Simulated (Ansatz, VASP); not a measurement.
**H2CO2: VASP beside Ansatz**

```
O C H
1.0
    14.00000    0.00000    0.00000
     0.00000   14.50000    0.00000
     0.00000    0.00000   15.00000
O C H
2 1 2
Direct
  0.54617 0.44854 0.49619
  0.44142 0.56809 0.50455
  0.45806 0.48651 0.50132
  0.59170 0.49986 0.49570
  0.40377 0.43108 0.50207
```

Alike in both runs: functional PBE; dispersion D3(BJ); k mesh 1 × 1 × 1; occupations gaussian, width 0.005 eV; no spin polarisation.

Ansatz relaxed the structure, and its values are those at the end. VASP's run is a single point on that final structure, the one shown.

```csv
,VASP,Ansatz
version,VASP 6.6.1,Ansatz 0.2.0
potentials or method,"VASP PAW PBE potentials, release 64 (O, C, H), cutoff 520 eV","scalar-relativistic, plane waves, PAW"
valence electrons in the cell,18,18
```

|  | VASP | Ansatz | Ansatz less VASP |
| --- | --- | --- | --- |
| gap on the k mesh at the Fermi level (eV) | 5.35 | 5.35 | +0.001 |
| rms of the force components (eV/Å) | 0.186 | 0.001 | -0.1855 |

One of these differences is far larger than is usual between the two programs; its cause wasn't traced.

Noted on VASP's run: the standard files for N, O and F lose accuracy on very short bonds.
